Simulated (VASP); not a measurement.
HfSiF: relaxation of cell and atoms with PBE

Crystal: HfSiF.

```
Hf Si F
1.0
     4.43893    0.00000    0.00000
    -2.21947    3.84423    0.00000
     0.00000    0.00000    2.70077
Hf Si F
1 1 1
Direct
  0.00000 0.00000 0.00000
  0.66667 0.33333 0.50000
  0.33333 0.66667 0.50000
```

| Quantity | Value |
| --- | --- |
| Program | VASP 6.6.1 |
| Task | relaxation of cell and atoms |
| Functional | PBE |
| Potentials or basis | VASP PAW PBE potentials, release 64 (Hf_pv, Si, F) |
| Cutoff | 600 eV |
| k mesh | 12 × 12 × 18 |
| Occupations | gaussian, width 0.1 eV |
| Spin | no spin polarisation |
| Dipole correction | no |
| Further INCAR settings | ALGO = Normal; EDIFF = 1e-06; IBRION = 2; EDIFFG = -0.01; NSW = 100; ISIF = 3 |

| Item | Value |
| --- | --- |
| Relaxed volume | 15.23 Å³/atom |
| Relaxed cell | a = 4.415 Å, b = 4.415 Å, c = 2.707 Å, α = 90.00°, β = 90.00°, γ = 120.00° |
| Space group after relaxing (to 0.05 Å) | P-6m2 (No. 187) |
| Energy gained by relaxing | 0.8 meV/atom |
| Ionic steps | 5 |
| Pressure after relaxing | 0.0 GPa |

The path:
```
step  energy change (eV)  largest force (eV/Å)  pressure (GPa)  volume (Å³)
   1              0.0000                0.0000           -0.98        46.09
   2             -0.0020                0.0000            0.57        45.46
   3             -0.0023                0.0000            0.20        45.62
   4             -0.0023                0.0000            0.17        45.62
   5             -0.0024                0.0000            0.00        45.69
```

Final structure:
```xyz
3
Lattice="4.4149 0.0000 0.0000 -2.2075 3.8234 0.0000 0.0000 0.0000 2.7069" Properties=species:S:1:pos:R:3 pbc="T T T"
Hf    0.0000    0.0000    0.0000
Si    2.2075    1.2745    1.3535
F     0.0000    2.5490    1.3535
```

Levels at points of the mesh, in eV from the Fermi level:
```tsv
k point	band 9	band 10	band 11	band 12	band 13	band 14
(0.00, 0.00, 0.00)	-2.13	-1.33	-1.33	4.55	4.90	4.90
(0.50, 0.00, 0.00)	-2.78	-0.80	-0.76	1.84	3.94	4.75
(0.00, 0.00, 0.50)	-3.09	-1.56	-1.56	1.15	1.15	5.58
(0.50, 0.00, 0.50)	-3.29	-0.71	0.64	1.87	2.67	3.73
```

Wall time 3.6 min on 1 thread of Intel(R) Xeon(R) Platinum 8375C CPU @ 2.90GHz (Ice Lake) (shared host), peak memory 0.33 GiB.

Caveat: spin-orbit coupling is left out, which moves the levels of the heavy elements; an odd number of electrons without spin polarisation forces a metal; a magnetic or distorted state may lie lower.
